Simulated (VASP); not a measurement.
Na4AlO: single point with PBE

Crystal: Na4AlO.

```
CELL_PARAMETERS angstrom
6.14250 0.00000 0.00000
0.00000 6.14250 0.00000
0.00000 0.00000 7.70843
ATOMIC_POSITIONS crystal
Na 0.50000 0.50000 0.29830
Na 0.50000 0.50000 0.70170
Na 0.00000 0.00000 0.70170
Na 0.00000 0.00000 0.29830
Na 0.80809 0.30809 0.00000
Na 0.19191 0.69191 0.00000
Na 0.30809 0.19191 0.00000
Na 0.69191 0.80809 0.00000
Al 0.00000 0.50000 0.50000
Al 0.50000 0.00000 0.50000
O 0.50000 0.50000 0.00000
O 0.00000 0.00000 0.00000
```

| Quantity | Value |
| --- | --- |
| Program | VASP 6.6.1 |
| Task | single point |
| Functional | PBE |
| Potentials or basis | VASP PAW PBE potentials, release 64 (Na_pv, Al, O) |
| Cutoff | 520 eV |
| k mesh | 6 × 6 × 4 |
| Occupations | gaussian, width 0.1 eV |
| Spin | no spin polarisation |

```json
{"Pressure": "0.1 GPa", "Largest force": "0.015 eV/Å", "Band gap on the k mesh": "zero (bands 37 and 38 overlap by 0.72 eV)"}
```

Forces in eV/Å, atoms in the order of the input:
```
Na   0.000  0.000  0.015
Na   0.000  0.000 -0.015
Na   0.000  0.000 -0.015
Na   0.000  0.000  0.015
Na   0.007  0.007  0.000
Na  -0.007 -0.007  0.000
Na   0.007 -0.007  0.000
Na  -0.007  0.007  0.000
Al   0.000  0.000  0.000
Al   0.000  0.000  0.000
O    0.000  0.000  0.000
O    0.000  0.000  0.000
```

Levels at points of the mesh, in eV from the Fermi level:
```
           k point  band 35  band 36  band 37  band 38  band 39  band 40
(0.00, 0.00, 0.00)    -0.47    -0.47    -0.47    -0.07     0.96     1.71
(0.50, 0.00, 0.00)    -0.07    -0.07     0.14     0.14     0.36     0.36
(0.50, 0.50, 0.00)    -1.64    -1.64    -0.05    -0.05     1.90     1.90
(0.00, 0.00, 0.50)    -1.78    -0.54    -0.54     0.39     1.90     2.20
(0.50, 0.00, 0.50)    -0.51    -0.51     0.29     0.29     0.33     0.33
(0.50, 0.50, 0.50)    -1.24    -1.24     0.00     0.00     1.42     1.42
```

Run time: 14 min on 1 thread of Oxide Virtual Turin-like Processor, on a shared host, peak memory 0.53 GiB.
